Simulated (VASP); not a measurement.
# Mg (P6/mmm) in VASP: a series of runs

Runs on Mg. Level: r2SCAN. Tasks: single point.

Program: VASP 6.6.1. These are calculated values, not measurements. Logs are shortened: lines on timing, memory, paths and dates and some standing lists are left out, and cuts for length are marked.

**1. The cell of the first run**

It takes space group P6/mmm (No. 191, hexagonal). Conventional cell: a = 3.136 Å, b = 3.136 Å, c = 2.880 Å, α = 90.00°, β = 90.00°, γ = 120.00°. Mg (site symmetry 6/mmm) has 8 Mg at 2.88 to 3.14 Å within 3.8 Å.

This isn't the form of Mg at room conditions, which is hcp.

**2. Single point, r2SCAN**

File POSCAR:

```
Mg
1.0
    3.1362686042      0.0000000000      0.0000000000
   -1.5681343021      2.7160882843      0.0000000000
    0.0000000000      0.0000000000      2.8802002335
Mg
1
Direct
    0.0000000000      0.0000000000      0.0000000000
```

File INCAR.step1:

```
SYSTEM = Mg
PREC = Accurate ; ENCUT = 520
ISMEAR = 0 ; SIGMA = 0.15
LREAL = .FALSE. ; LASPH = .TRUE.
NELM = 60 ; NBANDS = 7
GGA = PE ; ALGO = Normal
EDIFF = 1E-4 ; LWAVE = .TRUE.
LCHARG = .FALSE.
```

File INCAR.step2:

```
SYSTEM = Mg
PREC = Accurate ; ENCUT = 520
EDIFF = 1E-6 ; ISMEAR = 0
SIGMA = 0.15 ; LREAL = .FALSE.
LASPH = .TRUE. ; NELM = 60
ALGO = Normal ; ISIF = 2
LWAVE = .FALSE. ; LCHARG = .TRUE.
METAGGA = R2SCAN ; LMIXTAU = .TRUE.
LELF = .TRUE. ; LVHAR = .TRUE.
NBANDS = 7 ; ISTART = 1
```

File KPOINTS:

```
regular mesh
0
G
  21 21 18
  0 0 0
```

Potentials or basis: VASP PAW PBE potentials, release 64 (Mg).

The run is started by

```sh
> cat potpaw_PBE.64/Mg/POTCAR > POTCAR
> cp INCAR.step1 INCAR
> mpirun -np 1 vasp_std > vasp.out
> cp INCAR.step2 INCAR
> mpirun -np 1 vasp_std > vasp.out
```

OUTCAR:

```text
SYSTEM = Mg
   PREC = Accurate
   ENCUT = 520
   EDIFF = 1E-6
   ISMEAR = 0
   LREAL = .FALSE.
   LASPH = .TRUE.
   NELM = 60
   ISIF = 2
   METAGGA = R2SCAN
   ISTART = 1

 ion  position               nearest neighbor table
   1  0.000  0.000  0.000-

  LATTYP: Found a hexagonal cell.
 ALAT       =     3.1362686042
 C/A-ratio  =     0.9183525383

  Lattice vectors:

 A1 = (   3.1362686042,   0.0000000000,   0.0000000000)
 A2 = (  -1.5681343021,   2.7160882843,   0.0000000000)
 A3 = (   0.0000000000,   0.0000000000,   2.8802002335)

Analysis of symmetry for initial positions (statically):
=====================================================================
 Subroutine PRICEL returns:
 Original cell was already a primitive cell.

 Routine SETGRP: Setting up the symmetry group for a
 hexagonal supercell.

 Subroutine GETGRP returns: Found 24 space group operations
 (whereof 24 operations were pure point group operations)
 out of a pool of 24 trial point group operations.

The static configuration has the point symmetry D_6h.

Analysis of symmetry for dynamics (positions and initial velocities):
=====================================================================
 Subroutine PRICEL returns:
 Original cell was already a primitive cell.

 Routine SETGRP: Setting up the symmetry group for a
 hexagonal supercell.

 Subroutine GETGRP returns: Found 24 space group operations
 (whereof 24 operations were pure point group operations)
 out of a pool of 24 trial point group operations.

The dynamic configuration has the point symmetry D_6h.

 Subroutine INISYM returns: Found 24 space group operations
 (whereof 24 operations are pure point group operations),
 and found     1 'primitive' translations

----------------------------------------------------------------------------------------

                                     Primitive cell

  volume of cell :      24.5346

  direct lattice vectors                    reciprocal lattice vectors
     3.136268604  0.000000000  0.000000000     0.318850241  0.184088272  0.000000000
    -1.568134302  2.716088284  0.000000000     0.000000000  0.368176545  0.000000000
     0.000000000  0.000000000  2.880200234     0.000000000  0.000000000  0.347198083

  length of vectors
     3.136268604  3.136268604  2.880200234     0.368176545  0.368176545  0.347198083

  position of ions in fractional coordinates (direct lattice)
     0.000000000  0.000000000  0.000000000

  ion indices of the primitive-cell ions
   primitive index   ion index
                 1           1

----------------------------------------------------------------------------------------

 KPOINTS: regular mesh

Automatic generation of k-mesh.
 Grid dimensions read from file:
 generate k-points for:   21   21   18

 Generating k-lattice:

  Cartesian coordinates                     Fractional coordinates (reciprocal lattice)
     0.015183345  0.008766108  0.000000000     0.047619048  0.000000000  0.000000000
     0.000000000  0.017532216  0.000000000     0.000000000  0.047619048  0.000000000
     0.000000000  0.000000000  0.019288782     0.000000000  0.000000000  0.055555556

  Length of vectors
     0.017532216  0.017532216  0.019288782

  Shift w.r.t. Gamma in fractional coordinates (k-lattice)
     0.000000000  0.000000000  0.000000000

 Subroutine IBZKPT returns following result:
 ===========================================

 Found    480 irreducible k-points:

 Following reciprocal coordinates:
            Coordinates               Weight
  0.000000  0.000000  0.000000      1.000000
  0.047619 -0.000000  0.000000      6.000000
  0.095238  0.000000  0.000000      6.000000
  0.142857  0.000000  0.000000      6.000000
  0.190476  0.000000  0.000000      6.000000
  0.238095 -0.000000  0.000000      6.000000
[... 16 lines left out ...]
  0.142857  0.095238  0.000000     12.000000
  0.190476  0.095238  0.000000     12.000000
 [... further k-points ...]
   k-points           NKPTS =    480   k-points in BZ     NKDIM =    480   number of bands    NBANDS=      7
   number of dos      NEDOS =    301   number of ions     NIONS =      1
   total plane-waves  NPLWV =  13824
   dimension x,y,z NGX =    24 NGY =   24 NGZ =   24
   dimension x,y,z NGXF=    48 NGYF=   48 NGZF=   48
   ions per type =               1
   NGX,Y,Z   is equivalent  to a cutoff of  12.72, 12.72, 13.85 a.u.
   NGXF,Y,Z  is equivalent  to a cutoff of  25.44, 25.44, 27.71 a.u.
 SYSTEM =  Mg
   PREC   = accura    normal or accurate (medium, high low for compatibility)
   ISTART =      1    job   : 0-new  1-cont  2-samecut
   ICHARG =      0    charge: 1-file 2-atom 10-const
   ISPIN  =      1    spin polarized calculation?
   LNONCOLLINEAR =      F non collinear calculations
   LSORBIT =      F    spin-orbit coupling
   LASPH  =      T    aspherical Exc in radial PAW
   ENCUT  =  520.0 eV  38.22 Ry    6.18 a.u.   5.83  5.83  5.36*2*pi/ulx,y,z
   NELM   =     60;   NELMIN=  2; NELMDL=  0     # of ELM steps
   EDIFF  = 0.1E-05   stopping-criterion for ELM
   LREAL  =      F    real-space projection
   EDIFFG = 0.1E-04   stopping-criterion for IOM
   NSW    =      0    number of steps for IOM
   IBRION =     -1    ionic relax: 0-MD 1-quasi-New 2-CG
   NFREE  =      0    steps in history (QN), initial steepest desc. (CG)
   ISIF   =      2    stress and relaxation
   ISYM   =      2    0-nonsym 1-usesym 2-fastsym
   POTIM  = 0.5000    time-step for ionic-motion
   TEBEG  =    0.0;   TEEND  =   0.0 temperature during run
   PSTRESS=    0.0 pullay stress
   NELECT =       2.0000    total number of electrons
   NUPDOWN=      -1.0000    fix difference up-down
   EMIN   =  10.00;   EMAX   =-10.00  energy-range for DOS
   EFERMI =   0.00;   METHOD = LEGACY
   ISMEAR =     0;   SIGMA  =   0.15  broadening in eV -4-tet -1-fermi 0-gaus
   EFERMI_NEDOS =   21; number of points for ismear=-14 and -15
   IALGO  =     38    algorithm
   IMIX   =      4    mixing-type and parameters
     AMIX     =   0.40;   BMIX     =  1.00
     AMIX_MAG =   1.60;   BMIX_MAG =  1.00
  volume/ion in A,a.u.               =      24.53       165.57
  Fermi-wavevector in a.u.,A,eV,Ry     =   0.709836  1.341396  6.855535  0.503868
  Thomas-Fermi vector in A             =   1.796524
   LORBIT       =      0    0 simple, 1 ext, 2 COOP (PROOUT), +10 PAW based schemes
   METAGGA = R2SCAN    functional components
   LHFCALC =     F    Hartree Fock is set to
   AEXX    =    0.0000 exact exchange contribution
   IVDW    =     0    specifies the selected vdW correction
   LEPSILON=     F    determine dielectric tensor
   LRPA    =     F    only Hartree local field effects (RPA)
 non-spin polarized calculation
 Gauss-broadening in eV      SIGMA  =   0.15
  energy-cutoff  :      520.00
  volume of cell :       24.53
 maximum number of plane-waves:       678
 NGX is ok and might be reduce to    24

 number of electron       2.0000000 magnetization

 Free energy of the ion-electron system (eV)
  ---------------------------------------------------
  ext. energy  EPLUGINS =         0.00000000
  ---------------------------------------------------
  free energy    TOTEN  =        -3.85027257 eV

  energy without entropy =       -3.84545689  energy(sigma->0) =       -3.84786473

 E-fermi :   2.3223     XC(G=0):  -8.8430

 val. band max:        2.3147260999   @ k =   0.2381   0.1429   0.5000
 cond. band min:       2.3280595853   @ k =   0.1905   0.0952   0.4444
 fundamental gap:      0.0133334855
 Fermi energy:         2.3222966185

 k-point     1 :       0.0000    0.0000    0.0000
  band No.  band energies     occupation
      1      -4.8289      2.00000
      2      11.7989      0.00000
      3      13.7910      0.00000
      4      14.8543      0.00000
      5      14.8543      0.00000
      6      15.6933      0.00000
      7      15.6933      0.00000

 k-point     2 :       0.0476   -0.0000    0.0000
  band No.  band energies     occupation
      1      -4.7792      2.00000
      2      11.7109      0.00000
      3      13.8317      0.00000
      4      13.8663      0.00000
      5      14.3380      0.00000
      6      15.9255      0.00000
      7      16.2951      0.00000

 k-point     3 :       0.0952    0.0000    0.0000
  band No.  band energies     occupation
      1      -4.6304      2.00000
      2      11.2719      0.00000
      3      12.6639      0.00000
      4      13.6275      0.00000
      5      13.9538      0.00000
      6      15.9286      0.00000
      7      17.2616      0.00000

 k-point     4 :       0.1429    0.0000    0.0000
  band No.  band energies     occupation
      1      -4.3827      2.00000
      2      10.1352      0.00000
      3      12.0761      0.00000
      4      12.9728      0.00000
      5      14.1574      0.00000
      6      15.9221      0.00000
      7      18.3417      0.00000

 k-point     5 :       0.1905    0.0000    0.0000
  band No.  band energies     occupation
      1      -4.0369      2.00000
      2       8.7058      0.00000
      3      11.7643      0.00000
      4      12.3951      0.00000
      5      14.4426      0.00000
      6      16.0287      0.00000
      7      19.5125      0.00000
[... 161 lines left out ...]
 k-point    22 :       0.0952    0.0952    0.0000
  band No.  band energies     occupation
      1      -4.2344      2.00000
      2      10.2133      0.00000
      3      10.3483      0.00000
      4      13.6412      0.00000
      5      14.2797      0.00000
      6      16.5657      0.00000
      7      17.7631      0.00000

 k-point    23 :       0.1429    0.0952    0.0000
  band No.  band energies     occupation
      1      -3.8891      2.00000
      2       8.8325      0.00000
      3       9.7333      0.00000
      4      13.7423      0.00000
      5      14.5651      0.00000
      6      16.6796      0.00000
      7      18.5142      0.00000

 k-point    24 :       0.1905    0.0952    0.0000
  band No.  band energies     occupation
      1      -3.4468      2.00000
      2       7.3912      0.00000
      3       9.2546      0.00000
      4      13.7744      0.00000
      5      14.9321      0.00000
      6      16.7791      0.00000
      7      19.5790      0.00000

 [... further k-points ...]
[... 5 lines left out ...]
  --------------------------------------------------------------------------------------
  -------------------------------------------------------------------------------------
  Total       -0.2915857     -0.2915857      0.6185586      0.0000000      0.0000000      0.0000000
  in kB      -19.0413158    -19.0413158     40.3935100      0.0000000      0.0000000      0.0000000
  external PRESSURE =       0.7702928 kB  Pullay stress =       0.0000000 kB

 VOLUME and BASIS-vectors are now :
 -----------------------------------------------------------------------------
  energy-cutoff  :      520.00
  volume of cell :       24.53
      direct lattice vectors                 reciprocal lattice vectors
     3.136268604  0.000000000  0.000000000     0.318850241  0.184088272  0.000000000
    -1.568134302  2.716088284  0.000000000     0.000000000  0.368176545  0.000000000
     0.000000000  0.000000000  2.880200234     0.000000000  0.000000000  0.347198083

 POSITION                                       TOTAL-FORCE (eV/Angst)
 -----------------------------------------------------------------------------------
      0.00000      0.00000      0.00000         0.000000      0.000000      0.000000
 -----------------------------------------------------------------------------------
    total drift:                               -0.000000     -0.000000      0.000000

  FREE ENERGIE OF THE ION-ELECTRON SYSTEM (eV)
  ---------------------------------------------------
  free  energy   TOTEN  =        -3.8502725700 eV

  energy  without entropy=       -3.8454568883  energy(sigma->0) =       -3.84786473
```

Run time: 3.5 min. Hardware: 1 thread of AMD EPYC 7R13, shared host; peak memory 0.21 GiB.

Results:

| Quantity | Value |
| --- | --- |
| Free energy | -3.8503 eV |
| Pressure | 0.1 GPa |
| Band gap on the k mesh | zero (bands 1 and 2 overlap by 5.94 eV) |

Stress tensor (GPa, compression positive):
```
-1.90  0.00  0.00
 0.00 -1.90  0.00
 0.00  0.00  4.04
```

Caveat: the stress differs along the axes, from -2 to 4 GPa; the PAW data sets were made with another functional, which shifts forces and pressure a little.

**3. Single point, r2SCAN**

This run uses another cell than the first one, of the same volume but with other edges.

File POSCAR:

```
Mg
1.0
    2.9549148093      0.0000000000      0.0000000000
   -1.4774574047      2.5590312909      0.0000000000
    0.0000000000      0.0000000000      3.2445857252
Mg
1
Direct
    0.0000000000      0.0000000000      0.0000000000
```

File INCAR.step1:

```
PREC = Accurate ; ENCUT = 520
ISMEAR = 0 ; SIGMA = 0.15
LREAL = False ; LASPH = True
NELM = 60 ; NBANDS = 7
GGA = PE ; ALGO = Normal
EDIFF = 1E-4 ; LWAVE = True
LCHARG = False
```

File INCAR.step2:

```
PREC = Accurate ; ENCUT = 520
EDIFF = 1E-6 ; ISMEAR = 0
SIGMA = 0.15 ; LREAL = False
LASPH = True ; NELM = 60
ALGO = Normal ; ISIF = 2
LWAVE = False ; LCHARG = False
METAGGA = R2SCAN ; LMIXTAU = True
NBANDS = 7 ; ISTART = 1
```

File KPOINTS:

```
Automatic mesh
0
Gamma
  21 21 18
```

Potentials or basis: VASP PAW PBE potentials, release 64 (Mg).

The run is started by

```sh
> cat potpaw_PBE.64/Mg/POTCAR > POTCAR
> cp INCAR.step1 INCAR
> mpirun -np 1 vasp_std > vasp.out
> cp INCAR.step2 INCAR
> mpirun -np 1 vasp_std > vasp.out
```

It took 3.6 min on 1 thread of AMD EPYC 7R13, shared host; peak memory 0.21 GiB.

It converged, with:

- Free energy: -3.8324 eV
- Pressure: 1.9 GPa
- Band gap on the k mesh: zero (bands 1 and 2 overlap by 5.74 eV)

Stress tensor (GPa, compression positive):
```
 4.28  0.00  0.00
 0.00  4.28  0.00
 0.00  0.00 -2.91
```

Levels at points of the mesh, in eV from the Fermi level:
```
           k point  band 1  band 2  band 3  band 4  band 5
(0.00, 0.00, 0.00)   -7.09    7.31    7.45   14.47   14.47
(0.00, 0.00, 0.50)   -3.76   -2.84   16.11   16.11   18.94
```

Caveat: the stress differs along the axes, from -3 to 4 GPa; the PAW data sets were made with another functional, which shifts forces and pressure a little.
